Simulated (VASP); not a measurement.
# Zn (Pm-3m) in VASP: notebook

Runs on Zn. Level: LDA. Tasks: single point.

Everything below comes from runs of VASP 6.6.1. Logs are shortened: lines on timing, memory, paths and dates and some standing lists are left out, and cuts for length are marked.

### Step 1. The cell of the first run

The structure is cubic, space group Pm-3m (No. 221). The conventional cell has a = 2.381 Å, b = 2.381 Å, c = 2.381 Å, α = 90.00°, β = 90.00°, γ = 90.00°. Within 3.1 Å of Zn (site symmetry m-3m) lie 6 Zn at 2.38 Å.

### Step 2. Single point, LDA (volume scaled by 0.84, level accurate)

The input, INCAR:

```
PREC     = Accurate       # precision mode
ENCUT    = 500            # plane-wave cutoff, eV
EDIFF    = 1E-6           # SCF threshold, eV
ISMEAR   = -1             # smearing method
SIGMA    = 0.1            # smearing width, eV
LREAL    = F              # projectors in reciprocal space
LASPH    = T              # aspherical terms in the spheres
NELM     = 120            # most SCF steps
ALGO     = Normal         # electronic algorithm
ISIF     = 2              # what is computed and relaxed
LWAVE    = F              # write WAVECAR
LCHARG   = F              # write CHGCAR
NBANDS   = 12             # bands
GGA_COMPAT= F
```

The input, KPOINTS:

```
Automatic mesh
0
Gamma
  15 15 15
```

The input, POSCAR:

```
Zn
1.0
    2.3810213000      0.0000000000      0.0000000000
    0.0000000000      2.3810213000      0.0000000000
    0.0000000000      0.0000000000      2.3810213000
Zn
1
Direct
    0.0000000000      0.0000000000      0.0000000000
```

Potentials or basis: VASP PAW LDA potentials, release 64 (Zn).

Started as:

```bash
$ cat potpaw_LDA.64/Zn/POTCAR > POTCAR
$ mpirun -np 1 vasp_std > vasp.out
```

OUTCAR:

```text
PREC = Accurate
   ENCUT = 500
   EDIFF = 1E-6
   ISMEAR = -1
   LREAL = F
   LASPH = T
   NELM = 120
   ISIF = 2

 ion  position               nearest neighbor table
   1  0.000  0.000  0.000-

  LATTYP: Found a simple cubic cell.
 ALAT       =     2.3810213000

  Lattice vectors:

 A1 = (   2.3810213000,   0.0000000000,   0.0000000000)
 A2 = (   0.0000000000,   2.3810213000,   0.0000000000)
 A3 = (   0.0000000000,   0.0000000000,   2.3810213000)

Analysis of symmetry for initial positions (statically):
=====================================================================
 Subroutine PRICEL returns:
 Original cell was already a primitive cell.

 Routine SETGRP: Setting up the symmetry group for a
 simple cubic supercell.

 Subroutine GETGRP returns: Found 48 space group operations
[... 9 lines left out ...]

 Routine SETGRP: Setting up the symmetry group for a
 simple cubic supercell.

 Subroutine GETGRP returns: Found 48 space group operations
[... 11 lines left out ...]
                                     Primitive cell

  volume of cell :      13.4986

  direct lattice vectors                    reciprocal lattice vectors
     2.381021300  0.000000000  0.000000000     0.419987843  0.000000000  0.000000000
     0.000000000  2.381021300  0.000000000     0.000000000  0.419987843  0.000000000
     0.000000000  0.000000000  2.381021300     0.000000000  0.000000000  0.419987843

  length of vectors
     2.381021300  2.381021300  2.381021300     0.419987843  0.419987843  0.419987843

  position of ions in fractional coordinates (direct lattice)
     0.000000000  0.000000000  0.000000000

  ion indices of the primitive-cell ions
   primitive index   ion index
                 1           1

----------------------------------------------------------------------------------------

 KPOINTS: Automatic mesh

Automatic generation of k-mesh.
 Grid dimensions read from file:
 generate k-points for:   15   15   15

 Generating k-lattice:

  Cartesian coordinates                     Fractional coordinates (reciprocal lattice)
     0.027999190  0.000000000  0.000000000     0.066666667  0.000000000  0.000000000
     0.000000000  0.027999190  0.000000000     0.000000000  0.066666667  0.000000000
     0.000000000  0.000000000  0.027999190     0.000000000  0.000000000  0.066666667

  Length of vectors
     0.027999190  0.027999190  0.027999190

  Shift w.r.t. Gamma in fractional coordinates (k-lattice)
     0.000000000  0.000000000  0.000000000

 Subroutine IBZKPT returns following result:
 ===========================================

 Found    120 irreducible k-points:

 Following reciprocal coordinates:
            Coordinates               Weight
  0.000000  0.000000  0.000000      1.000000
  0.066667  0.000000  0.000000      6.000000
  0.133333  0.000000  0.000000      6.000000
  0.200000  0.000000  0.000000      6.000000
  0.266667  0.000000  0.000000      6.000000
  0.333333  0.000000  0.000000      6.000000
[... 16 lines left out ...]
  0.266667  0.200000  0.000000     24.000000
  0.333333  0.200000  0.000000     24.000000
 [... further k-points ...]
   k-points           NKPTS =    120   k-points in BZ     NKDIM =    120   number of bands    NBANDS=     12
   number of dos      NEDOS =    301   number of ions     NIONS =      1
   total plane-waves  NPLWV =   5832
   dimension x,y,z NGX =    18 NGY =   18 NGZ =   18
   dimension x,y,z NGXF=    36 NGYF=   36 NGZF=   36
   ions per type =               1
   NGX,Y,Z   is equivalent  to a cutoff of  12.57, 12.57, 12.57 a.u.
   NGXF,Y,Z  is equivalent  to a cutoff of  25.14, 25.14, 25.14 a.u.
 SYSTEM =  unknown system
   PREC   = accura    normal or accurate (medium, high low for compatibility)
   ISTART =      0    job   : 0-new  1-cont  2-samecut
   ICHARG =      2    charge: 1-file 2-atom 10-const
   ISPIN  =      1    spin polarized calculation?
   LNONCOLLINEAR =      F non collinear calculations
   LSORBIT =      F    spin-orbit coupling
   LASPH  =      T    aspherical Exc in radial PAW
   ENCUT  =  500.0 eV  36.75 Ry    6.06 a.u.   4.34  4.34  4.34*2*pi/ulx,y,z
   NELM   =    120;   NELMIN=  2; NELMDL= -5     # of ELM steps
   EDIFF  = 0.1E-05   stopping-criterion for ELM
   LREAL  =      F    real-space projection
   EDIFFG = 0.1E-04   stopping-criterion for IOM
   NSW    =      0    number of steps for IOM
   IBRION =     -1    ionic relax: 0-MD 1-quasi-New 2-CG
   NFREE  =      0    steps in history (QN), initial steepest desc. (CG)
   ISIF   =      2    stress and relaxation
   ISYM   =      2    0-nonsym 1-usesym 2-fastsym
   POTIM  = 0.5000    time-step for ionic-motion
   TEBEG  =    0.0;   TEEND  =   0.0 temperature during run
   PSTRESS=    0.0 pullay stress
   NELECT =      12.0000    total number of electrons
   NUPDOWN=      -1.0000    fix difference up-down
   EMIN   =  10.00;   EMAX   =-10.00  energy-range for DOS
   EFERMI =   0.00;   METHOD = LEGACY
   ISMEAR =    -1;   SIGMA  =   0.10  broadening in eV -4-tet -1-fermi 0-gaus
   EFERMI_NEDOS =   21; number of points for ismear=-14 and -15
   IALGO  =     38    algorithm
   IMIX   =      4    mixing-type and parameters
     AMIX     =   0.40;   BMIX     =  1.00
     AMIX_MAG =   1.60;   BMIX_MAG =  1.00
  volume/ion in A,a.u.               =      13.50        91.09
  Fermi-wavevector in a.u.,A,eV,Ry     =   1.574123  2.974661 33.713371  2.477863
  Thomas-Fermi vector in A             =   2.675304
   LORBIT       =      0    0 simple, 1 ext, 2 COOP (PROOUT), +10 PAW based schemes
   GGA     = CA    functional components
   LHFCALC =     F    Hartree Fock is set to
   AEXX    =    0.0000 exact exchange contribution
   IVDW    =     0    specifies the selected vdW correction
   LEPSILON=     F    determine dielectric tensor
   LRPA    =     F    only Hartree local field effects (RPA)
 non-spin polarized calculation
  energy-cutoff  :      500.00
  volume of cell :       13.50
 maximum number of plane-waves:       354
 NGX is ok and might be reduce to    18
   NGX =  9   NGY =  9   NGZ =  9

 number of electron      12.0000028 magnetization

 Free energy of the ion-electron system (eV)
  ---------------------------------------------------
  ext. energy  EPLUGINS =         0.00000000
  ---------------------------------------------------
  free energy    TOTEN  =        -1.44773727 eV

  energy without entropy =       -1.43737902  energy(sigma->0) =       -1.44255814

 E-fermi :   3.6198     XC(G=0): -12.4617

 val. band max:        3.5898079701   @ k =   0.4667   0.4000   0.1333
 cond. band min:       3.7571530923   @ k =   0.4667   0.3333   0.0000
 fundamental gap:      0.1673451222
 Fermi energy:         3.6198295290

 k-point     1 :       0.0000    0.0000    0.0000
  band No.  band energies     occupation
      1      -7.6148      2.00000
      2      -5.5450      2.00000
      3      -5.5450      2.00000
      4      -3.5774      2.00000
      5      -3.5774      2.00000
      6      -3.5774      2.00000
      7      18.3664      0.00000
      8      18.3664      0.00000
      9      18.3664      0.00000
     10      21.6796      0.00000
     11      21.6796      0.00000
     12      25.8508      0.00000

 k-point     2 :       0.0667    0.0000    0.0000
  band No.  band energies     occupation
      1      -7.4931      2.00000
      2      -5.5354      2.00000
      3      -5.5023      2.00000
      4      -3.6039      2.00000
      5      -3.6039      2.00000
      6      -3.5752      2.00000
      7      16.5037      0.00000
      8      18.5159      0.00000
      9      18.5159      0.00000
     10      21.7570      0.00000
     11      23.0816      0.00000
     12      26.5660      0.00000

 k-point     3 :       0.1333    0.0000    0.0000
  band No.  band energies     occupation
      1      -7.1406      2.00000
      2      -5.5085      2.00000
      3      -5.3679      2.00000
      4      -3.6780      2.00000
      5      -3.6780      2.00000
      6      -3.5691      2.00000
      7      13.6458      0.00000
      8      18.9586      0.00000
      9      18.9586      0.00000
     10      21.9908      0.00000
     11      24.1955      0.00000
     12      29.0636      0.00000

 k-point     4 :       0.2000    0.0000    0.0000
  band No.  band energies     occupation
      1      -6.6099      2.00000
      2      -5.4686      2.00000
      3      -5.1069      2.00000
      4      -3.7855      2.00000
      5      -3.7855      2.00000
      6      -3.5599      2.00000
      7      10.8100      0.00000
      8      19.6779      0.00000
      9      19.6779      0.00000
     10      22.3856      0.00000
     11      24.7344      0.00000
     12      32.5598      0.00000

 k-point     5 :       0.2667    0.0000    0.0000
  band No.  band energies     occupation
      1      -6.0489      2.00000
      2      -5.4225      2.00000
      3      -4.5998      2.00000
      4      -3.9064      2.00000
      5      -3.9064      2.00000
      6      -3.5494      2.00000
      7       8.1251      0.00000
      8      20.6470      0.00000
      9      20.6470      0.00000
     10      22.9472      0.00000
     11      25.1881      0.00000
     12      33.0866      0.00000
[... 228 lines left out ...]
      1      -5.2792      2.00000
      2      -4.9777      2.00000
      3      -4.4937      2.00000
      4      -4.1364      2.00000
      5      -3.6175      2.00000
      6      -0.3395      2.00000
      7       1.7613      2.00000
      8      19.4841      0.00000
      9      21.4127      0.00000
     10      24.8901      0.00000
     11      26.3911      0.00000
     12      28.9080      0.00000

 k-point    22 :       0.2000    0.2000    0.0000
  band No.  band energies     occupation
      1      -5.7766      2.00000
      2      -5.1152      2.00000
      3      -4.9424      2.00000
      4      -3.8413      2.00000
      5      -3.7792      2.00000
      6      -3.7420      2.00000
      7      11.0913      0.00000
      8      12.8259      0.00000
      9      20.9797      0.00000
     10      24.1983      0.00000
     11      27.5892      0.00000
     12      32.2995      0.00000

 k-point    23 :       0.2667    0.2000    0.0000
  band No.  band energies     occupation
      1      -5.4994      2.00000
      2      -4.9711      2.00000
      3      -4.6659      2.00000
      4      -3.8803      2.00000
      5      -3.7430      2.00000
      6      -3.5510      2.00000
      7       8.9897      0.00000
      8      13.0814      0.00000
      9      21.9464      0.00000
     10      24.3957      0.00000
     11      25.4942      0.00000
     12      33.6896      0.00000

 k-point    24 :       0.3333    0.2000    0.0000
  band No.  band energies     occupation
      1      -5.3500      2.00000
      2      -4.8862      2.00000
      3      -4.5551      2.00000
      4      -3.9884      2.00000
      5      -3.7304      2.00000
      6      -2.6543      2.00000
      7       6.5674      0.00000
      8      14.0618      0.00000
      9      22.6092      0.00000
     10      23.1298      0.00000
     11      25.6443      0.00000
     12      32.9920      0.00000

 [... further k-points ...]
[... 5 lines left out ...]
  --------------------------------------------------------------------------------------
  -------------------------------------------------------------------------------------
  Total        1.6964799      1.6964799      1.6964799      0.0000000      0.0000000      0.0000000
  in kB      201.3582696    201.3582696    201.3582696      0.0000000      0.0000000      0.0000000
  external PRESSURE =     201.3582696 kB  Pullay stress =       0.0000000 kB

 VOLUME and BASIS-vectors are now :
 -----------------------------------------------------------------------------
  energy-cutoff  :      500.00
  volume of cell :       13.50
      direct lattice vectors                 reciprocal lattice vectors
     2.381021300  0.000000000  0.000000000     0.419987843  0.000000000  0.000000000
     0.000000000  2.381021300  0.000000000     0.000000000  0.419987843  0.000000000
     0.000000000  0.000000000  2.381021300     0.000000000  0.000000000  0.419987843

 POSITION                                       TOTAL-FORCE (eV/Angst)
 -----------------------------------------------------------------------------------
      0.00000      0.00000      0.00000         0.000000      0.000000      0.000000
 -----------------------------------------------------------------------------------
    total drift:                                0.000000      0.000000      0.000000

  FREE ENERGIE OF THE ION-ELECTRON SYSTEM (eV)
  ---------------------------------------------------
  free  energy   TOTEN  =        -1.4477372655 eV

  energy  without entropy=       -1.4373790173  energy(sigma->0) =       -1.44255814
```

Wall time 8.8 s (1 thread of Intel Xeon Platinum 8259CL at 2.50GHz (Skylake/Cascade Lake), shared host); peak memory 0.12 GiB.

What came out:

- Free energy: -1.4477 eV
- Pressure: 20.1 GPa
- Band gap on the k mesh: zero (band 6 reaches 9.52 eV, above the bottom of band 7 at 1.42 eV)

Caveat: the cell differs from its parent crystal (volume scaled by 0.84, level accurate).

### Step 3. Single point, LDA (volume scaled by 0.92)

The input, INCAR:

```
  ALGO = Normal
  EDIFF = 1E-6
  ENCUT = 500
  GGA_COMPAT = F
  ISIF = 2
  ISMEAR = -1
  LASPH = T
  LCHARG = T
  LELF = T
  LREAL = F
  LVHAR = T
  LWAVE = F
  NBANDS = 12
  NELM = 120
  PREC = Accurate
  SIGMA = 0.1
```

The input, KPOINTS:

```
k-points
0
Gamma
  15 15 15
```

The input, POSCAR:

```
Zn
1.0
    2.4543290864      0.0000000000      0.0000000000
    0.0000000000      2.4543290864      0.0000000000
    0.0000000000      0.0000000000      2.4543290864
Zn
1
Direct
    0.0000000000      0.0000000000      0.0000000000
```

Potentials or basis: VASP PAW LDA potentials, release 64 (Zn).

Started as:

```bash
$ cat potpaw_LDA.64/Zn/POTCAR > POTCAR
$ mpirun -np 1 vasp_std > vasp.out
```

Wall time 9.3 s (1 thread of Intel Xeon Platinum 8259CL at 2.50GHz (Skylake/Cascade Lake), shared host); peak memory 0.12 GiB.

Results (log left out):

* Free energy: -1.5556 eV
* Pressure: 8.0 GPa
* Band gap on the k mesh: zero (band 6 reaches 8.42 eV, above the bottom of band 7 at 0.69 eV)

Levels at points of the mesh, in eV from the Fermi level:
```tsv
k point	band 2	band 3	band 4	band 5	band 6	band 7	band 8	band 9	band 10	band 11
(0.00, 0.00, 0.00)	-8.71	-8.71	-7.03	-7.03	-7.03	13.93	13.93	13.93	17.14	17.14
```

Caveat: the cell differs from its parent crystal (volume scaled by 0.92).

### Step 4. Single point, LDA

This run uses another cell than the first one, of 16.07 Å³/atom, 1.190 times its volume.

The input, INCAR:

```
PREC = Accurate
ENCUT = 500
EDIFF = 1E-6
ISMEAR = -1
SIGMA = 0.1
LREAL = False
LASPH = True
NELM = 120
ALGO = Normal
ISIF = 2
LWAVE = False
LCHARG = False
NBANDS = 12
GGA_COMPAT = False
```

The input, KPOINTS:

```
regular mesh
0
Gamma
  15 15 15
```

The input, POSCAR:

```
Zn
1.0
    2.5235012168      0.0000000000      0.0000000000
    0.0000000000      2.5235012168      0.0000000000
    0.0000000000      0.0000000000      2.5235012168
Zn
1
Direct
    0.0000000000      0.0000000000      0.0000000000
```

Started as:

```bash
$ cat potpaw_LDA.64/Zn/POTCAR > POTCAR
$ mpirun -np 1 vasp_std > vasp.out
```

Run time: 9.1 s. Hardware: 1 thread of Intel Xeon Platinum 8259CL at 2.50GHz (Skylake/Cascade Lake), shared host; peak memory 0.12 GiB.

It converged, with:

```yaml
Free_energy: -1.5871 eV
Pressure: 0.6 GPa
Band_gap_on_the_k_mesh: zero (band 6 reaches 7.49 eV, above the bottom of band 7 at 0.13 eV)
```

Levels at points of the mesh, in eV from the Fermi level:
```tsv
k point	band 4	band 5	band 6	band 7	band 8	band 9
(0.00, 0.00, 0.00)	-6.90	-6.90	-6.90	13.20	13.20	13.20
```

### Step 5. Single point, LDA

This run uses another cell than the first one, of 16.07 Å³/atom, 1.190 times its volume.

The input, INCAR:

```
SYSTEM = Zn
  PREC = Accurate
  ENCUT = 500
  EDIFF = 1E-6
  ISMEAR = -1
  SIGMA = 0.1
  LREAL = .False.
  LASPH = .True.
  NELM = 120
  ALGO = Normal
  ISIF = 2
  LWAVE = .False.
  LCHARG = .False.
  GGA = CA
  NBANDS = 12
  GGA_COMPAT = .False.
```

The input, KPOINTS:

```
Automatic mesh
0
Gamma
  15 15 15
  0 0 0
```

POSCAR is that of step 4.

Started as:

```bash
$ cat potpaw_LDA.64/Zn/POTCAR > POTCAR
$ mpirun -np 1 vasp_std > vasp.out
```

Run time: 9 s. Hardware: 1 thread of Intel Xeon Platinum 8259CL at 2.50GHz (Skylake/Cascade Lake), shared host; peak memory 0.13 GiB.

It converged, with:

```yaml
Free_energy: -1.5871 eV
Pressure: 0.6 GPa
Band_gap_on_the_k_mesh: zero (band 6 reaches 7.49 eV, above the bottom of band 7 at 0.13 eV)
```

Levels at points of the mesh, in eV from the Fermi level:
```
           k point  band 2  band 3  band 4  band 5  band 6  band 7  band 8  band 9  band 10  band 11
(0.00, 0.00, 0.00)   -8.35   -8.35   -6.90   -6.90   -6.90   13.20   13.20   13.20    16.34    16.34
```

### Step 6. The runs side by side

| cell | gap on the mesh (eV) | pressure (GPa) |
| --- | --- | --- |
| a = 2.381 Å, 1 atom | none | 20.1 |
| a = 2.454 Å, 1 atom | none | 8.0 |
| a = 2.524 Å, 1 atom | none | 0.6 |

Alike in all rows: task single point; level LDA; potentials or basis VASP PAW LDA potentials, release 64 (Zn); no spin polarisation; k mesh 15 × 15 × 15; cutoff (eV) 500; smearing fermi-dirac 0.1 eV.

Absolute energies hang on the potentials; compare differences alone.
